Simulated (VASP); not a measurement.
RbBa:

```
Rb Ba
1.0
     4.86514    0.00000    0.00000
    -2.43257    4.21333    0.00000
     0.00000    0.00000    7.42237
Rb Ba
1 1
Direct
  0.33333 0.66667 0.50000
  0.00000 0.00000 0.00000
```

```yaml
Program: VASP 6.6.1
Task: relaxation of cell and atoms
Functional: PBE
Potentials_or_basis: VASP PAW PBE potentials, release 64 (Rb_sv, Ba_sv)
Cutoff: 600 eV
k_mesh: 12 × 12 × 8
Occupations: gaussian, width 0.1 eV
Spin: no spin polarisation
```

At the start: pressure -0.1 GPa; volume 76.07 Å³/atom.

How do energy, volume and symmetry change on relaxing?

Over 7 steps the energy falls by 29.0 meV/atom and the volume is 74.88 Å³/atom (-1.6 %); space group P-6m2 (No. 187, to 0.05 Å).

Step by step:
| step | energy change (eV) | largest force (eV/Å) | pressure (GPa) | volume (Å³) |
| --- | --- | --- | --- | --- |
| 1 | 0.0000 | 0.0000 | -0.06 | 152.15 |
| 2 | -0.0216 | 0.0000 | -0.05 | 151.50 |
| 3 | -0.0566 | 0.0000 | 0.02 | 149.09 |
| 4 | -0.0579 | 0.0000 | 0.05 | 148.36 |
| 5 | -0.0579 | 0.0000 | 0.05 | 148.45 |
| 6 | -0.0580 | 0.0000 | 0.02 | 149.24 |
| 7 | -0.0581 | 0.0000 | 0.01 | 149.75 |

Final structure:
```
Rb Ba
1.0
     4.62565    0.00000    0.00000
    -2.31283    4.00593    0.00000
     0.00000    0.00000    8.08173
Rb Ba
1 1
Direct
  0.33333 0.66667 0.50000
  0.00000 0.00000 0.00000
```
